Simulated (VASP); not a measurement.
In:

```
In
1.0
     1.68069    0.97035    8.26182
    -1.68069    0.97035    8.26182
     0.00000   -1.94070    8.26182
In
3
Direct
  0.22199 0.22199 0.22199
  0.77801 0.77801 0.77801
  0.00000 0.00000 0.00000
```

Base run:

| Item | Value |
| --- | --- |
| Program | VASP 6.6.1 |
| Functional | PBEsol |
| Potentials or basis | VASP PAW PBE potentials, release 64 (In_d) |
| Cutoff | 520 eV |
| k mesh | 9 × 9 × 9 |
| Occupations | fermi-dirac, width 0.05 eV |
| Spin | no spin polarisation |

Its results: band gap on the k mesh zero (an odd number of electrons rules out a gap without spin polarisation); pressure -1.9 GPa; largest force 0.029 eV/Å.

Question: The run is repeated on the same cell with these changes: functional from PBEsol to LDA; potentials or basis from VASP PAW PBE potentials, release 64 (In_d) to VASP PAW LDA potentials, release 64 (In_d). What comes out?

Answer: Band gap on the k mesh zero (an odd number of electrons rules out a gap without spin polarisation); pressure -3.3 GPa; largest force 0.037 eV/Å.

Caveats: spin-orbit coupling is left out, which moves the levels of the heavy elements; the PAW data sets were made with another functional, which shifts forces and pressure a little (at least some runs); the cell stands under tension (at least some runs).
